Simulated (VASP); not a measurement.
Si4GePt:

```xyz
6
Lattice="2.6087 -4.1876 0.0000 2.6087 4.1876 0.0000 0.0000 0.0000 4.1537" Properties=species:S:1:pos:R:3 pbc="T T T"
Si    2.6087    1.3563    0.0000
Si    2.6087   -1.3563    0.0000
Si    1.3044   -2.0938    2.0769
Si    1.3044    2.0938    2.0769
Ge    0.0000    0.0000    0.0000
Pt    2.6087    0.0000    2.0769
```

```yaml
Program: VASP 6.6.1
Task: relaxation of cell and atoms
Functional: PBE
Potentials_or_basis: VASP PAW PBE potentials, release 64 (Si, Ge_d, Pt)
Cutoff: 600 eV
k_mesh: 4 × 4 × 4
Occupations: gaussian, width 0.1 eV
Spin: no spin polarisation
```

At the start: pressure 15.7 GPa; volume 15.13 Å³/atom.

Task: Where does the relaxation end?

Result: Over 13 steps the energy falls by 142.2 meV/atom and the volume is 17.05 Å³/atom (+12.7 %); space group Cmmm (No. 65, to 0.05 Å).

Step by step:
```tsv
step	energy change (eV)	largest force (eV/Å)	pressure (GPa)	volume (Å³)
1	0.0000	0.9218	15.65	90.75
2	-0.4334	0.0273	-6.55	111.55
3	-0.6050	0.2216	-0.43	103.54
4	-0.6547	0.2252	-0.51	103.36
5	-0.7995	0.1702	-0.48	102.63
6	-0.6478	0.1694	3.25	100.31
7	-0.8422	0.0419	-0.26	102.16
8	-0.8342	0.0072	0.83	101.55
9	-0.8490	0.0142	0.12	101.93
10	-0.8489	0.0107	0.20	101.89
11	-0.8506	0.0155	-0.14	102.44
12	-0.8506	0.0152	-0.13	102.42
13	-0.8533	0.0283	-0.03	102.30
```

Final structure:
```
Si Ge Pt
1.0
     2.77812   -4.67716    0.00000
     2.77812    4.67716    0.00000
     0.00000    0.00000    3.93633
Si Ge Pt
4 1 1
Direct
  0.32601 0.67399 0.00000
  0.67399 0.32601 0.00000
  0.50000 0.00000 0.50000
  0.00000 0.50000 0.50000
  0.00000 0.00000 0.00000
  0.50000 0.50000 0.50000
```

Caveat: the k points lie up to 0.40 Å⁻¹ apart in the final cell.
